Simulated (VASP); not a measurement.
# Hg2O (P-6m2) in VASP: notebook, part 2 of 2

VASP 6.6.1.

### 3 Single point, PBE

This run uses another cell than the first one, of 25.61 Å³/atom, 1.055 times its volume.

Contents of INCAR:

```
SYSTEM = Hg2O
PREC     = Accurate       ! precision mode
ENCUT    = 600            ! plane-wave cutoff, eV
EDIFF    = 1E-6           ! SCF threshold, eV
ISMEAR   = 0              ! smearing method
SIGMA    = 0.15           ! smearing width, eV
LREAL    = .False.        ! projectors in reciprocal space
LASPH    = .True.         ! aspherical terms in the spheres
NELM     = 120            ! most SCF steps
ALGO     = Normal         ! electronic algorithm
ISIF     = 2              ! what is computed and relaxed
LWAVE    = .False.        ! write WAVECAR
LCHARG   = .False.        ! write CHGCAR
GGA      = PE             ! functional
NBANDS   = 22             ! bands
GGA_COMPAT= .False.
```

Contents of KPOINTS:

```
regular mesh
0
Gamma
  4 4 3
  0 0 0
```

Contents of POSCAR:

```
Hg2O
1.0
    3.7917536210      0.0000000000      0.0000000000
   -1.8958768105      3.2837549607      0.0000000000
    0.0000000000      0.0000000000      6.1708012976
Hg O
2 1
Direct
    0.3333333333      0.6666666667      0.5000000000
    0.6666666667      0.3333333333      0.0000000000
    0.6666666667      0.3333333333      0.5000000000
```

Potentials or basis: VASP PAW PBE potentials, release 64 (Hg, O).

On the command line:

```
> cat potpaw_PBE.64/Hg/POTCAR potpaw_PBE.64/O/POTCAR > POTCAR
> mpirun -np 1 vasp_std > vasp.out
```

OUTCAR:

```text
SYSTEM = Hg2O
   PREC = Accurate
   ENCUT = 600
   EDIFF = 1E-6
   ISMEAR = 0
   LREAL = .False.
   LASPH = .True.
   NELM = 120
   ISIF = 2
   GGA = PE

 ion  position               nearest neighbor table
   1  0.333  0.667  0.500-   3 2.19   3 2.19   3 2.19   2 3.78   2 3.78   2 3.78   2 3.78   2 3.78
                             2 3.78
   2  0.667  0.333  0.000-   1 3.78   1 3.78   1 3.78   1 3.78   1 3.78   1 3.78
   3  0.667  0.333  0.500-   1 2.19   1 2.19   1 2.19

  LATTYP: Found a hexagonal cell.
 ALAT       =     3.7917536210
 C/A-ratio  =     1.6274267567

  Lattice vectors:

 A1 = (   3.7917536210,   0.0000000000,   0.0000000000)
 A2 = (  -1.8958768105,   3.2837549607,   0.0000000000)
 A3 = (   0.0000000000,   0.0000000000,   6.1708012976)

Analysis of symmetry for initial positions (statically):
=====================================================================
 Subroutine PRICEL returns:
 Original cell was already a primitive cell.

 Routine SETGRP: Setting up the symmetry group for a
 hexagonal supercell.

 Subroutine GETGRP returns: Found 12 space group operations
 (whereof 12 operations were pure point group operations)
 out of a pool of 24 trial point group operations.

The static configuration has the point symmetry D_3h.

Analysis of symmetry for dynamics (positions and initial velocities):
=====================================================================
 Subroutine PRICEL returns:
 Original cell was already a primitive cell.

 Routine SETGRP: Setting up the symmetry group for a
 hexagonal supercell.

 Subroutine GETGRP returns: Found 12 space group operations
 (whereof 12 operations were pure point group operations)
 out of a pool of 24 trial point group operations.

The dynamic configuration has the point symmetry D_3h.

 Subroutine INISYM returns: Found 12 space group operations
 (whereof 12 operations are pure point group operations),
 and found     1 'primitive' translations

----------------------------------------------------------------------------------------

                                     Primitive cell

  volume of cell :      76.8338

  direct lattice vectors                    reciprocal lattice vectors
     3.791753621  0.000000000  0.000000000     0.263730216  0.152264711  0.000000000
    -1.895876810  3.283754961  0.000000000     0.000000000  0.304529422  0.000000000
     0.000000000  0.000000000  6.170801298     0.000000000  0.000000000  0.162053508

  length of vectors
     3.791753621  3.791753621  6.170801298     0.304529422  0.304529422  0.162053508

  position of ions in fractional coordinates (direct lattice)
     0.333333333  0.666666667  0.500000000
     0.666666667  0.333333333  0.000000000
     0.666666667  0.333333333  0.500000000

  ion indices of the primitive-cell ions
   primitive index   ion index
                 1           1
                 2           2
                 3           3

----------------------------------------------------------------------------------------

 KPOINTS: regular mesh

Automatic generation of k-mesh.
 Grid dimensions read from file:
 generate k-points for:    4    4    3

 Generating k-lattice:

  Cartesian coordinates                     Fractional coordinates (reciprocal lattice)
     0.065932554  0.038066178  0.000000000     0.250000000  0.000000000  0.000000000
     0.000000000  0.076132355  0.000000000     0.000000000  0.250000000  0.000000000
     0.000000000  0.000000000  0.054017836     0.000000000  0.000000000  0.333333333

  Length of vectors
     0.076132355  0.076132355  0.054017836

  Shift w.r.t. Gamma in fractional coordinates (k-lattice)
     0.000000000  0.000000000  0.000000000

 Subroutine IBZKPT returns following result:
 ===========================================

 Found      8 irreducible k-points:

 Following reciprocal coordinates:
            Coordinates               Weight
  0.000000  0.000000  0.000000      1.000000
  0.250000  0.000000  0.000000      6.000000
  0.500000  0.000000  0.000000      3.000000
  0.250000  0.250000  0.000000      6.000000
  0.000000  0.000000  0.333333      2.000000
  0.250000  0.000000  0.333333     12.000000
  0.500000  0.000000  0.333333      6.000000
  0.250000  0.250000  0.333333     12.000000
   k-points           NKPTS =      8   k-points in BZ     NKDIM =      8   number of bands    NBANDS=     22
   number of dos      NEDOS =    301   number of ions     NIONS =      3
   total plane-waves  NPLWV =  45000
   dimension x,y,z NGX =    30 NGY =   30 NGZ =   50
   dimension x,y,z NGXF=    60 NGYF=   60 NGZF=  100
   ions per type =               2   1
   NGX,Y,Z   is equivalent  to a cutoff of  13.15, 13.15, 13.47 a.u.
   NGXF,Y,Z  is equivalent  to a cutoff of  26.31, 26.31, 26.94 a.u.
 SYSTEM =  Hg2O
   PREC   = accura    normal or accurate (medium, high low for compatibility)
   ISTART =      0    job   : 0-new  1-cont  2-samecut
   ICHARG =      2    charge: 1-file 2-atom 10-const
   ISPIN  =      1    spin polarized calculation?
   LNONCOLLINEAR =      F non collinear calculations
   LSORBIT =      F    spin-orbit coupling
   LASPH  =      T    aspherical Exc in radial PAW
   ENCUT  =  600.0 eV  44.10 Ry    6.64 a.u.   7.57  7.57 12.32*2*pi/ulx,y,z
   NELM   =    120;   NELMIN=  2; NELMDL= -5     # of ELM steps
   EDIFF  = 0.1E-05   stopping-criterion for ELM
   LREAL  =      F    real-space projection
   EDIFFG = 0.1E-04   stopping-criterion for IOM
   NSW    =      0    number of steps for IOM
   IBRION =     -1    ionic relax: 0-MD 1-quasi-New 2-CG
   NFREE  =      0    steps in history (QN), initial steepest desc. (CG)
   ISIF   =      2    stress and relaxation
   ISYM   =      2    0-nonsym 1-usesym 2-fastsym
   POTIM  = 0.5000    time-step for ionic-motion
   TEBEG  =    0.0;   TEEND  =   0.0 temperature during run
   PSTRESS=    0.0 pullay stress
   NELECT =      30.0000    total number of electrons
   NUPDOWN=      -1.0000    fix difference up-down
   EMIN   =  10.00;   EMAX   =-10.00  energy-range for DOS
   EFERMI =   0.00;   METHOD = LEGACY
   ISMEAR =     0;   SIGMA  =   0.15  broadening in eV -4-tet -1-fermi 0-gaus
   EFERMI_NEDOS =   21; number of points for ismear=-14 and -15
   IALGO  =     38    algorithm
   IMIX   =      4    mixing-type and parameters
     AMIX     =   0.40;   BMIX     =  1.00
     AMIX_MAG =   1.60;   BMIX_MAG =  1.00
  volume/ion in A,a.u.               =      25.61       172.83
  Fermi-wavevector in a.u.,A,eV,Ry     =   1.196551  2.261153 19.479918  1.431734
  Thomas-Fermi vector in A             =   2.332488
   LORBIT       =      0    0 simple, 1 ext, 2 COOP (PROOUT), +10 PAW based schemes
   GGA     = PE    functional components
   LHFCALC =     F    Hartree Fock is set to
   AEXX    =    0.0000 exact exchange contribution
   IVDW    =     0    specifies the selected vdW correction
   LEPSILON=     F    determine dielectric tensor
   LRPA    =     F    only Hartree local field effects (RPA)
 non-spin polarized calculation
 Gauss-broadening in eV      SIGMA  =   0.15
  energy-cutoff  :      600.00
  volume of cell :       76.83
 maximum number of plane-waves:      2580
   NGX = 15   NGY = 15   NGZ = 25

 number of electron      29.9999999 magnetization

 Free energy of the ion-electron system (eV)
  ---------------------------------------------------
  ext. energy  EPLUGINS =         0.00000000
  ---------------------------------------------------
  free energy    TOTEN  =        -5.36829534 eV

  energy without entropy =       -5.35238854  energy(sigma->0) =       -5.36034194

 E-fermi :  -0.2668     XC(G=0):  -8.9672

 val. band max:       -0.3599365689   @ k =   0.5000   0.0000   0.3333
 cond. band min:      -0.1617936461   @ k =   0.0000   0.0000   0.0000
 fundamental gap:      0.1981429228
 Fermi energy:        -0.2668043461

 k-point     1 :       0.0000    0.0000    0.0000
  band No.  band energies     occupation
      1     -17.5854      2.00000
      2      -7.1307      2.00000
      3      -7.1307      2.00000
      4      -5.8500      2.00000
      5      -5.6162      2.00000
      6      -5.6162      2.00000
[... 14 lines left out ...]
     21      10.7333      0.00000
     22      11.4790      0.00000
[... 152 lines left out ...]
  band No.  band energies     occupation
      1     -17.3342      2.00000
      2      -6.6483      2.00000
      3      -6.2090      2.00000
      4      -6.0305      2.00000
      5      -5.7575      2.00000
      6      -5.5557      2.00000
[... 14 lines left out ...]
     21       7.8261      0.00000
     22      10.6152      0.00000

------------------------ aborting loop because EDIFF is reached ----------------------------------------

  FORCE on cell =-STRESS in cart. coord.  units (eV):
  Direction    XX          YY          ZZ          XY          YZ          ZX
  --------------------------------------------------------------------------------------
  -------------------------------------------------------------------------------------
  Total        0.1655203      0.1655203      0.3758958      0.0000000     -0.0000000      0.0000000
  in kB        3.4515127      3.4515127      7.8383686      0.0000000     -0.0000000      0.0000000
  external PRESSURE =       4.9137980 kB  Pullay stress =       0.0000000 kB

 VOLUME and BASIS-vectors are now :
 -----------------------------------------------------------------------------
  energy-cutoff  :      600.00
  volume of cell :       76.83
      direct lattice vectors                 reciprocal lattice vectors
     3.791753621  0.000000000  0.000000000     0.263730216  0.152264711  0.000000000
    -1.895876810  3.283754961  0.000000000     0.000000000  0.304529422  0.000000000
     0.000000000  0.000000000  6.170801298     0.000000000  0.000000000  0.162053508

 POSITION                                       TOTAL-FORCE (eV/Angst)
 -----------------------------------------------------------------------------------
     -0.00000      2.18917      3.08540        -0.000000      0.000000      0.000000
      1.89588      1.09458      0.00000        -0.000000      0.000000      0.000000
      1.89588      1.09458      3.08540         0.000000     -0.000000      0.000000
 -----------------------------------------------------------------------------------
    total drift:                               -0.000000      0.000000      0.000000

  FREE ENERGIE OF THE ION-ELECTRON SYSTEM (eV)
  ---------------------------------------------------
  free  energy   TOTEN  =        -5.3682953447 eV

  energy  without entropy=       -5.3523885352  energy(sigma->0) =       -5.36034194
```

Run time: 9.1 s. Hardware: 1 thread of Intel Xeon 6975P-C (Granite Rapids), shared host; peak memory 0.2 GiB.

What came out:

- Free energy: -5.3683 eV
- Pressure: 0.5 GPa
- Band gap on the k mesh: zero (band 15 reaches -0.36 eV, above the bottom of band 16 at -0.38 eV)

Stress tensor (GPa, compression positive):
```
0.35 0.00 0.00
0.00 0.35 0.00
0.00 0.00 0.78
```

Caveat: the k points lie up to 0.48 Å⁻¹ apart; spin-orbit coupling is left out, which moves the levels of the heavy elements.

### 4 Single point, PBE

This run uses another cell than the first one, of 32.75 Å³/atom, 1.349 times its volume.

Contents of INCAR:

```
SYSTEM = Hg2O
ALGO = Normal
EDIFF = 1E-6
ENCUT = 600
GGA = PE
GGA_COMPAT = .False.
ISIF = 2
ISMEAR = 0
LASPH = .True.
LCHARG = .False.
LREAL = .False.
LWAVE = .False.
NBANDS = 22
NELM = 120
PREC = Accurate
SIGMA = 0.15
```

Contents of KPOINTS:

```
k-points
0
Gamma
  6 6 1
  0 0 0
```

Contents of POSCAR:

```
Hg2O
1.0
    3.1425149166     -0.0000000034      0.0000000000
   -1.5712574553      2.7214977513      0.0000000000
    0.0000000000      0.0000000000     11.4875482788
Hg O
2 1
Direct
    0.3333333333      0.6666666667      0.1434795223
    0.3333333333      0.6666666667      0.8565204777
    0.0000000000      0.0000000000      0.0000000000
```

Potentials or basis: VASP PAW PBE potentials, release 64 (Hg, O).

On the command line:

```
> cat potpaw_PBE.64/Hg/POTCAR potpaw_PBE.64/O/POTCAR > POTCAR
> mpirun -np 1 vasp_std > vasp.out
```

OUTCAR:

```text
SYSTEM = Hg2O
   EDIFF = 1E-6
   ENCUT = 600
   GGA = PE
   ISIF = 2
   ISMEAR = 0
   LASPH = .True.
   LREAL = .False.
   NELM = 120
   PREC = Accurate

 ion  position               nearest neighbor table
   1  0.333  0.667  0.143-   3 2.45   3 2.45   3 2.45   2 3.30
   2  0.333  0.667  0.857-   3 2.45   3 2.45   3 2.45   1 3.30
   3  0.000  0.000  0.000-   1 2.45   2 2.45   1 2.45   2 2.45   1 2.45   2 2.45

  LATTYP: Found a hexagonal cell.
 ALAT       =     3.1425149166
 C/A-ratio  =     3.6555270488
[... 349 lines left out ...]

  FORCE on cell =-STRESS in cart. coord.  units (eV):
  Direction    XX          YY          ZZ          XY          YZ          ZX
  --------------------------------------------------------------------------------------
  -------------------------------------------------------------------------------------
  Total        0.4105320      0.4105320      0.2354159      0.0000000      0.0000000      0.0000000
  in kB        6.6949127      6.6949127      3.8391372      0.0000000      0.0000000      0.0000000
  external PRESSURE =       5.7429875 kB  Pullay stress =       0.0000000 kB

 VOLUME and BASIS-vectors are now :
 -----------------------------------------------------------------------------
  energy-cutoff  :      600.00
  volume of cell :       98.25
      direct lattice vectors                 reciprocal lattice vectors
     3.142514917 -0.000000003  0.000000000     0.318216469  0.183722364  0.000000000
    -1.571257455  2.721497751  0.000000000     0.000000000  0.367444728  0.000000000
     0.000000000  0.000000000 11.487548279     0.000000000  0.000000000  0.087050777

 POSITION                                       TOTAL-FORCE (eV/Angst)
 -----------------------------------------------------------------------------------
      0.00000      1.81433      1.64823        -0.000000      0.000000      0.076839
      0.00000      1.81433      9.83932        -0.000000     -0.000000     -0.076839
      0.00000      0.00000      0.00000         0.000000     -0.000000      0.000000
 -----------------------------------------------------------------------------------
    total drift:                                0.000000     -0.000000     -0.000000

  FREE ENERGIE OF THE ION-ELECTRON SYSTEM (eV)
  ---------------------------------------------------
  free  energy   TOTEN  =        -4.3804108926 eV

  energy  without entropy=       -4.3562587459  energy(sigma->0) =       -4.36833482
```

OSZICAR:

```text
N       E                     dE             d eps       ncg     rms          rms(c)
DAV:   1     0.234367818850E+03    0.23437E+03   -0.15148E+04   308   0.136E+03
DAV:   2     0.514510569345E+01   -0.22922E+03   -0.21503E+03   344   0.322E+02
DAV:   3    -0.719241301579E+01   -0.12338E+02   -0.12144E+02   362   0.734E+01
DAV:   4    -0.730835696377E+01   -0.11594E+00   -0.11592E+00   338   0.701E+00
DAV:   5    -0.730906421634E+01   -0.70725E-03   -0.70718E-03   368   0.517E-01    0.117E+01
DAV:   6    -0.496939786605E+01    0.23397E+01   -0.13663E+01   422   0.417E+01    0.105E+01
DAV:   7    -0.442594784155E+01    0.54345E+00   -0.38182E+00   360   0.125E+01    0.551E+00
DAV:   8    -0.443039370854E+01   -0.44459E-02   -0.62421E-01   374   0.631E+00    0.229E+00
DAV:   9    -0.438303212460E+01    0.47362E-01   -0.23365E-01   370   0.362E+00    0.601E-01
DAV:  10    -0.438123876406E+01    0.17934E-02   -0.22891E-02   326   0.996E-01    0.200E-01
DAV:  11    -0.438048339505E+01    0.75537E-03   -0.26650E-03   332   0.390E-01    0.108E-01
DAV:  12    -0.438042182000E+01    0.61575E-04   -0.86974E-04   380   0.168E-01    0.521E-02
DAV:  13    -0.438040456458E+01    0.17255E-04   -0.11407E-04   314   0.738E-02    0.197E-02
DAV:  14    -0.438041124551E+01   -0.66809E-05   -0.13953E-05   338   0.273E-02    0.199E-02
DAV:  15    -0.438040980208E+01    0.14434E-05   -0.19013E-05   308   0.262E-02    0.458E-03
DAV:  16    -0.438041114288E+01   -0.13408E-05   -0.24529E-06   310   0.976E-03    0.796E-03
DAV:  17    -0.438041089258E+01    0.25030E-06   -0.25749E-06   290   0.926E-03
   1 F= -.43804109E+01 E0= -.43683348E+01  d E =-.241521E-01
```

It took 16 s on 1 thread of Intel Xeon 6975P-C (Granite Rapids), shared host; peak memory 0.25 GiB.

Results:

```
Free energy            : -4.3804 eV
Largest force          : 0.077 eV/Å
Band gap on the k mesh : zero (band 15 reaches -0.03 eV, above the bottom of band 16 at -1.56 eV)
```

Forces on the atoms (eV/Å):
```
Hg   0.000  0.000  0.077
Hg   0.000  0.000 -0.077
O    0.000  0.000  0.000
```

Caveat: the k points lie up to 0.38 Å⁻¹ apart; spin-orbit coupling is left out, which moves the levels of the heavy elements.

### 5 Overview

```tsv
cell	k mesh	gap on the mesh (eV)	pressure (GPa)
a = 3.769, b = 3.769, c = 5.917 Å, angles 90.0, 90.0, 120.0°, 3 atoms	4 × 4 × 3	none	0.5
a = 3.792, b = 3.792, c = 6.171 Å, angles 90.0, 90.0, 120.0°, 3 atoms	4 × 4 × 3	none	0.5
a = 3.143, b = 3.143, c = 11.488 Å, angles 90.0, 90.0, 120.0°, 3 atoms	6 × 6 × 1	none	-
```

Alike in all rows: task single point; level PBE; potentials or basis VASP PAW PBE potentials, release 64 (Hg, O); no spin polarisation; cutoff (eV) 600; smearing gaussian 0.15 eV.

Caveats: all runs use coarse meshes; spin-orbit coupling is left out, which moves the levels of the heavy elements.

Total energies depend on the potentials used, so only differences within one code and one set of settings carry meaning.
